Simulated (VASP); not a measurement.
# Se in VASP: notebook

Runs on Se. Level: PBEsol. Tasks: single point, relaxation of shape and atoms at fixed volume.

Everything below comes from runs of VASP 6.6.1. Logs are shortened: lines on timing, memory, paths and dates and some standing lists are left out, and cuts for length are marked.

## 1. The cell of the first run

Symmetry: R-3m, No. 166, trigonal system. Conventional cell: a = 3.950 Å, b = 3.950 Å, c = 4.798 Å, α = 90.00°, β = 90.00°, γ = 120.00°. Within 3.7 Å of Se (site symmetry -3m) lie 6 Se at 2.79 Å.

This isn't the form of Se at room conditions, which is trigonal, of chains.

## 2. Single point, PBEsol

INCAR reads:

```
SYSTEM = Se
ALGO     = Normal         ! electronic algorithm
EDIFF    = 1E-6           ! SCF threshold, eV
ENCUT    = 520            ! plane-wave cutoff, eV
GGA      = PS             ! functional
ISIF     = 2              ! what is computed and relaxed
ISMEAR   = 0              ! smearing method
LASPH    = .TRUE.         ! aspherical terms in the spheres
LCHARG   = .FALSE.        ! write CHGCAR
LREAL    = .FALSE.        ! projectors in reciprocal space
LWAVE    = .FALSE.        ! write WAVECAR
NBANDS   = 9              ! bands
NELM     = 100            ! most SCF steps
PREC     = Accurate       ! precision mode
SIGMA    = 0.05           ! smearing width, eV
```

KPOINTS reads:

```
k-points
0
G
  22 22 22
  0 0 0
```

POSCAR reads:

```
Se
1.0
    1.9749778352      1.1402539848      1.5994823204
   -1.9749778352      1.1402539848      1.5994823204
    0.0000000000     -2.2805079696      1.5994823204
Se
1
Direct
    0.0000000000      0.0000000000      0.0000000000
```

Potentials or basis: VASP PAW PBE potentials, release 64 (Se).

Run with:

```console
cat potpaw_PBE.64/Se/POTCAR > POTCAR
mpirun -np 1 vasp_std > vasp.out
```

OUTCAR:

```text
SYSTEM = Se
   EDIFF = 1E-6
   ENCUT = 520
   GGA = PS
   ISIF = 2
   ISMEAR = 0
   LASPH = .TRUE.
   LREAL = .FALSE.
   NELM = 100
   PREC = Accurate

 ion  position               nearest neighbor table
   1  0.000  0.000  0.000-

  LATTYP: Found a trigonal (rhomboedric) cell.
 ALAT       =     2.7855089827
 COS(alpha) =    -0.0054149091

  Lattice vectors:

 A1 = (   1.9749778352,   1.1402539848,   1.5994823204)
 A2 = (  -1.9749778352,   1.1402539848,   1.5994823204)
 A3 = (   0.0000000000,  -2.2805079696,   1.5994823204)

Analysis of symmetry for initial positions (statically):
=====================================================================
 Subroutine PRICEL returns:
 Original cell was already a primitive cell.

 Routine SETGRP: Setting up the symmetry group for a
 trigonal (rhombohedral) supercell.

 Subroutine GETGRP returns: Found 12 space group operations
 (whereof 12 operations were pure point group operations)
 out of a pool of 12 trial point group operations.

The static configuration has the point symmetry D_3d.

Analysis of symmetry for dynamics (positions and initial velocities):
=====================================================================
 Subroutine PRICEL returns:
 Original cell was already a primitive cell.

 Routine SETGRP: Setting up the symmetry group for a
 trigonal (rhombohedral) supercell.

 Subroutine GETGRP returns: Found 12 space group operations
 (whereof 12 operations were pure point group operations)
 out of a pool of 12 trial point group operations.

The dynamic configuration has the point symmetry D_3d.

 Subroutine INISYM returns: Found 12 space group operations
 (whereof 12 operations are pure point group operations),
 and found     1 'primitive' translations

----------------------------------------------------------------------------------------

                                     Primitive cell

  volume of cell :      21.6120

  direct lattice vectors                    reciprocal lattice vectors
     1.974977835  1.140253985  1.599482320     0.253167398  0.146166265  0.208400761
    -1.974977835  1.140253985  1.599482320    -0.253167398  0.146166265  0.208400761
     0.000000000 -2.280507970  1.599482320     0.000000000 -0.292332531  0.208400761

  length of vectors
     2.785508983  2.785508983  2.785508983     0.359011401  0.359011401  0.359011401

  position of ions in fractional coordinates (direct lattice)
     0.000000000  0.000000000  0.000000000

  ion indices of the primitive-cell ions
   primitive index   ion index
                 1           1

----------------------------------------------------------------------------------------

 KPOINTS: k-points

Automatic generation of k-mesh.
 Grid dimensions read from file:
 generate k-points for:   22   22   22

 Generating k-lattice:

  Cartesian coordinates                     Fractional coordinates (reciprocal lattice)
     0.011507609  0.006643921  0.009472762     0.045454545 -0.000000000  0.000000000
    -0.011507609  0.006643921  0.009472762    -0.000000000  0.045454545  0.000000000
     0.000000000 -0.013287842  0.009472762     0.000000000  0.000000000  0.045454545

  Length of vectors
     0.016318700  0.016318700  0.016318700

  Shift w.r.t. Gamma in fractional coordinates (k-lattice)
     0.000000000  0.000000000  0.000000000

 Subroutine IBZKPT returns following result:
 ===========================================

 Found   1024 irreducible k-points:

 Following reciprocal coordinates:
            Coordinates               Weight
  0.000000  0.000000  0.000000      1.000000
  0.045455 -0.000000 -0.000000      6.000000
  0.090909 -0.000000 -0.000000      6.000000
  0.136364 -0.000000  0.000000      6.000000
  0.181818  0.000000  0.000000      6.000000
  0.227273 -0.000000 -0.000000      6.000000
[... 16 lines left out ...]
  0.500000  0.045455  0.000000     12.000000
 -0.454545  0.045455  0.000000     12.000000
 [... further k-points ...]
   k-points           NKPTS =   1024   k-points in BZ     NKDIM =   1024   number of bands    NBANDS=      9
   number of dos      NEDOS =    301   number of ions     NIONS =      1
   total plane-waves  NPLWV =  13824
   dimension x,y,z NGX =    24 NGY =   24 NGZ =   24
   dimension x,y,z NGXF=    48 NGYF=   48 NGZF=   48
   ions per type =               1
   NGX,Y,Z   is equivalent  to a cutoff of  14.32, 14.32, 14.32 a.u.
   NGXF,Y,Z  is equivalent  to a cutoff of  28.65, 28.65, 28.65 a.u.
 SYSTEM =  Se
   PREC   = accura    normal or accurate (medium, high low for compatibility)
   ISTART =      0    job   : 0-new  1-cont  2-samecut
   ICHARG =      2    charge: 1-file 2-atom 10-const
   ISPIN  =      1    spin polarized calculation?
   LNONCOLLINEAR =      F non collinear calculations
   LSORBIT =      F    spin-orbit coupling
   LASPH  =      T    aspherical Exc in radial PAW
   ENCUT  =  520.0 eV  38.22 Ry    6.18 a.u.   5.18  5.18  5.18*2*pi/ulx,y,z
   NELM   =    100;   NELMIN=  2; NELMDL= -5     # of ELM steps
   EDIFF  = 0.1E-05   stopping-criterion for ELM
   LREAL  =      F    real-space projection
   EDIFFG = 0.1E-04   stopping-criterion for IOM
   NSW    =      0    number of steps for IOM
   IBRION =     -1    ionic relax: 0-MD 1-quasi-New 2-CG
   NFREE  =      0    steps in history (QN), initial steepest desc. (CG)
   ISIF   =      2    stress and relaxation
   ISYM   =      2    0-nonsym 1-usesym 2-fastsym
   POTIM  = 0.5000    time-step for ionic-motion
   TEBEG  =    0.0;   TEEND  =   0.0 temperature during run
   PSTRESS=    0.0 pullay stress
   NELECT =       6.0000    total number of electrons
   NUPDOWN=      -1.0000    fix difference up-down
   EMIN   =  10.00;   EMAX   =-10.00  energy-range for DOS
   EFERMI =   0.00;   METHOD = LEGACY
   ISMEAR =     0;   SIGMA  =   0.05  broadening in eV -4-tet -1-fermi 0-gaus
   EFERMI_NEDOS =   21; number of points for ismear=-14 and -15
   IALGO  =     38    algorithm
   IMIX   =      4    mixing-type and parameters
     AMIX     =   0.40;   BMIX     =  1.00
     AMIX_MAG =   1.60;   BMIX_MAG =  1.00
  volume/ion in A,a.u.               =      21.61       145.84
  Fermi-wavevector in a.u.,A,eV,Ry     =   1.067973  2.018177 15.518357  1.140567
  Thomas-Fermi vector in A             =   2.203607
   LORBIT       =      0    0 simple, 1 ext, 2 COOP (PROOUT), +10 PAW based schemes
   GGA     = PS    functional components
   LHFCALC =     F    Hartree Fock is set to
   AEXX    =    0.0000 exact exchange contribution
   IVDW    =     0    specifies the selected vdW correction
   LEPSILON=     F    determine dielectric tensor
   LRPA    =     F    only Hartree local field effects (RPA)
 non-spin polarized calculation
 Gauss-broadening in eV      SIGMA  =   0.05
  energy-cutoff  :      520.00
  volume of cell :       21.61
 maximum number of plane-waves:       601
 NGX is ok and might be reduce to    24
   NGX = 11   NGY = 11   NGZ = 11

 number of electron       6.0000000 magnetization

 Free energy of the ion-electron system (eV)
  ---------------------------------------------------
  ext. energy  EPLUGINS =         0.00000000
  ---------------------------------------------------
  free energy    TOTEN  =        -3.75749464 eV

  energy without entropy =       -3.75679640  energy(sigma->0) =       -3.75714552

 E-fermi :   5.1033     XC(G=0): -10.2803

 val. band max:        5.1018234219   @ k =  -0.3182   0.2727   0.1818
 cond. band min:       5.1040521130   @ k =  -0.1818   0.4545   0.1818
 fundamental gap:      0.0022286911
 Fermi energy:         5.1033144655

 k-point     1 :       0.0000    0.0000    0.0000
  band No.  band energies     occupation
      1     -11.3308      2.00000
      2       6.5573      0.00000
      3       6.6009      0.00000
      4       6.6009      0.00000
      5      12.7826      0.00000
      6      12.7826      0.00000
      7      13.0250      0.00000
      8      27.7680      0.00000
      9      27.7964      0.00000

 k-point     2 :       0.0455   -0.0000   -0.0000
  band No.  band energies     occupation
      1     -11.2996      2.00000
      2       6.2086      0.00000
      3       6.5977      0.00000
      4       6.6258      0.00000
      5      12.8137      0.00000
      6      12.9524      0.00000
      7      13.3319      0.00000
      8      27.0198      0.00000
      9      27.0360      0.00000

 k-point     3 :       0.0909   -0.0000   -0.0000
  band No.  band energies     occupation
      1     -11.2066      2.00000
      2       5.3009      0.00000
      3       6.6707      0.00000
      4       6.6995      0.00000
      5      12.9063      0.00000
      6      13.0876      0.00000
      7      14.4011      0.00000
      8      25.7937      0.00000
      9      25.8122      0.00000

 k-point     4 :       0.1364   -0.0000    0.0000
  band No.  band energies     occupation
      1     -11.0538      2.00000
      2       4.1745      2.00000
      3       6.7902      0.00000
      4       6.8191      0.00000
      5      13.0586      0.00000
      6      13.2733      0.00000
      7      15.8171      0.00000
      8      24.5457      0.00000
      9      24.5670      0.00000
[... 205 lines left out ...]
 k-point    22 :       0.4545    0.0455   -0.0000
  band No.  band energies     occupation
      1      -9.1323      2.00000
      2      -2.0859      2.00000
      3       7.7672      0.00000
      4       8.1074      0.00000
      5      15.1934      0.00000
      6      16.4186      0.00000
      7      17.5379      0.00000
      8      18.8715      0.00000
      9      19.2874      0.00000

 k-point    23 :       0.5000    0.0455    0.0000
  band No.  band energies     occupation
      1      -9.0594      2.00000
      2      -2.2328      2.00000
      3       7.8151      0.00000
      4       8.1473      0.00000
      5      15.2707      0.00000
      6      16.8323      0.00000
      7      17.1112      0.00000
      8      18.7635      0.00000
      9      19.1129      0.00000

 k-point    24 :      -0.4545    0.0455    0.0000
  band No.  band energies     occupation
      1      -9.1335      2.00000
      2      -2.0835      2.00000
      3       7.7771      0.00000
      4       8.1068      0.00000
      5      15.1891      0.00000
      6      16.4441      0.00000
      7      17.4254      0.00000
      8      18.8748      0.00000
      9      19.3326      0.00000

 [... further k-points ...]

------------------------ aborting loop because EDIFF is reached ----------------------------------------

  FORCE on cell =-STRESS in cart. coord.  units (eV):
  Direction    XX          YY          ZZ          XY          YZ          ZX
  --------------------------------------------------------------------------------------
  -------------------------------------------------------------------------------------
  Total        0.0147138      0.0147138      0.0158435      0.0000000      0.0000000      0.0000000
  in kB        1.0907921      1.0907921      1.1745366      0.0000000      0.0000000      0.0000000
  external PRESSURE =       1.1187069 kB  Pullay stress =       0.0000000 kB

 VOLUME and BASIS-vectors are now :
 -----------------------------------------------------------------------------
  energy-cutoff  :      520.00
  volume of cell :       21.61
      direct lattice vectors                 reciprocal lattice vectors
     1.974977835  1.140253985  1.599482320     0.253167398  0.146166265  0.208400761
    -1.974977835  1.140253985  1.599482320    -0.253167398  0.146166265  0.208400761
     0.000000000 -2.280507970  1.599482320     0.000000000 -0.292332531  0.208400761

 POSITION                                       TOTAL-FORCE (eV/Angst)
 -----------------------------------------------------------------------------------
      0.00000      0.00000      0.00000         0.000000      0.000000      0.000000
 -----------------------------------------------------------------------------------
    total drift:                               -0.000000     -0.000000      0.000000

  FREE ENERGIE OF THE ION-ELECTRON SYSTEM (eV)
  ---------------------------------------------------
  free  energy   TOTEN  =        -3.7574946426 eV

  energy  without entropy=       -3.7567964029  energy(sigma->0) =       -3.75714552
```

Wall time 41 s (1 thread of Intel Xeon 6975P-C (Granite Rapids), shared host); peak memory 0.3 GiB.

Results:

```
Free energy            : -3.7575 eV
Pressure               : 0.1 GPa
Band gap on the k mesh : zero (bands 3 and 4 overlap by 6.42 eV)
```

Caveat: the PAW data sets were made with another functional, which shifts forces and pressure a little.

## 3. Single point, PBEsol (22.48 Å³/atom)

This run uses another cell than the first one, of 22.48 Å³/atom.

INCAR reads:

```
SYSTEM = Se
PREC     = Accurate       ! precision mode
ENCUT    = 520            ! plane-wave cutoff, eV
EDIFF    = 1E-6           ! SCF threshold, eV
ISMEAR   = 0              ! smearing method
SIGMA    = 0.05           ! smearing width, eV
LREAL    = .False.        ! projectors in reciprocal space
LASPH    = .True.         ! aspherical terms in the spheres
NELM     = 100            ! most SCF steps
ALGO     = Normal         ! electronic algorithm
ISIF     = 2              ! what is computed and relaxed
LWAVE    = .False.        ! write WAVECAR
LCHARG   = .False.        ! write CHGCAR
GGA      = PS             ! functional
NBANDS   = 9              ! bands
```

KPOINTS reads:

```
regular mesh
0
Gamma
  16 16 16
  0 0 0
```

POSCAR reads:

```
Se
1.0
    1.9956968355      1.1522161052      1.6290962666
   -1.9956968355      1.1522161052      1.6290962666
    0.0000000000     -2.3044322104      1.6290962666
Se
1
Direct
    0.0000000000      0.0000000000      0.0000000000
```

Potentials or basis: VASP PAW PBE potentials, release 64 (Se).

Run with:

```console
cat potpaw_PBE.64/Se/POTCAR > POTCAR
mpirun -np 1 vasp_std > vasp.out
```

It used 18 s of CPU time on 1 thread of Intel(R) Xeon(R) 6975P-C (Granite Rapids), with other jobs on the host.

Results (log left out):

| Quantity | Value |
| --- | --- |
| Free energy | -3.7485 eV |
| Pressure | -2.8 GPa |
| Band gap on the k mesh | zero (bands 3 and 4 overlap by 6.17 eV) |

Levels at points of the mesh, in eV from the Fermi level:
| k point | band 1 | band 2 | band 3 | band 4 | band 5 | band 6 | band 7 |
| --- | --- | --- | --- | --- | --- | --- | --- |
| (0.00, 0.00, 0.00) | -15.99 | 1.50 | 1.50 | 1.50 | 7.78 | 7.83 | 7.83 |
| (0.50, 0.00, 0.00) | -13.90 | -6.93 | 2.94 | 2.94 | 10.03 | 11.58 | 12.46 |
| (0.50, 0.50, 0.00) | -11.82 | -4.96 | -4.96 | 2.88 | 4.24 | 13.51 | 15.86 |
| (0.50, 0.50, 0.50) | -9.71 | -3.23 | -3.23 | -3.23 | 5.85 | 5.85 | 5.85 |

Caveat: the PAW data sets were made with another functional, which shifts forces and pressure a little.

## 4. Relaxation of shape and atoms at fixed volume, PBEsol (22.48 Å³/atom)

This run uses another cell than the first one, of 22.48 Å³/atom.

INCAR reads:

```
SYSTEM = Se
  PREC = Accurate
  ENCUT = 600
  EDIFF = 1E-6
  ISMEAR = 0
  SIGMA = 0.05
  LREAL = .FALSE.
  LASPH = .TRUE.
  NELM = 100
  ALGO = Normal
  ISIF = 4
  LWAVE = .FALSE.
  LCHARG = .FALSE.
  GGA = PS
  IBRION = 2
  NSW = 60
  EDIFFG = -0.01
```

KPOINTS reads:

```
Automatic mesh
0
G
  16 16 16
  0 0 0
```

POSCAR is that of step 3.

Run with:

```console
cat potpaw_PBE.64/Se/POTCAR > POTCAR
mpirun -np 1 vasp_std > vasp.out
```

It used 15 s of CPU time on 1 thread of Intel(R) Xeon(R) 6975P-C (Granite Rapids), on a shared host.

It converged, with:

| Item | Value |
| --- | --- |
| Free energy | -3.7486 eV |
| Pressure after relaxing | -2.8 GPa |
| Band gap on the k mesh | zero (bands 3 and 4 overlap by 6.17 eV) |

Final structure:
```
CELL_PARAMETERS angstrom
1.99570 1.15222 1.62910
-1.99570 1.15222 1.62910
0.00000 -2.30443 1.62910
ATOMIC_POSITIONS crystal
Se 0.00000 0.00000 0.00000
```

Levels at points of the mesh, in eV from the Fermi level:
| k point | band 1 | band 2 | band 3 | band 4 | band 5 | band 6 |
| --- | --- | --- | --- | --- | --- | --- |
| (0.00, 0.00, 0.00) | -15.99 | 1.50 | 1.50 | 1.50 | 7.78 | 7.83 |
| (0.50, 0.00, 0.00) | -13.90 | -6.93 | 2.94 | 2.94 | 10.03 | 11.58 |
| (0.50, 0.50, 0.00) | -11.82 | -4.96 | -4.96 | 2.88 | 4.24 | 13.51 |
| (0.50, 0.50, 0.50) | -9.71 | -3.23 | -3.23 | -3.23 | 5.85 | 5.85 |

Caveat: the PAW data sets were made with another functional, which shifts forces and pressure a little.

## 5. Overview

| task | cell | k mesh | cutoff (eV) | gap on the mesh (eV) | pressure (GPa) |
| --- | --- | --- | --- | --- | --- |
| single point | a = 2.786 Å, angles 90.3°, 1 atom | 22 × 22 × 22 | 520 | none | 0.1 |
| single point | a = 2.822 Å, 1 atom | 16 × 16 × 16 | 520 | none | -2.8 |
| relaxation of shape and atoms at fixed volume | relaxed from a = 2.822 Å, 1 atom | 16 × 16 × 16 | 600 | none | -2.8 |

Alike in all rows: level PBEsol; potentials or basis VASP PAW PBE potentials, release 64 (Se); no spin polarisation; smearing gaussian 0.05 eV.

Caveats: the PAW data sets were made with another functional, which shifts forces and pressure a little.

Absolute energies hang on the potentials; compare differences alone.

The gap in the log of VASP goes by the Fermi energy; the results here count the filled bands.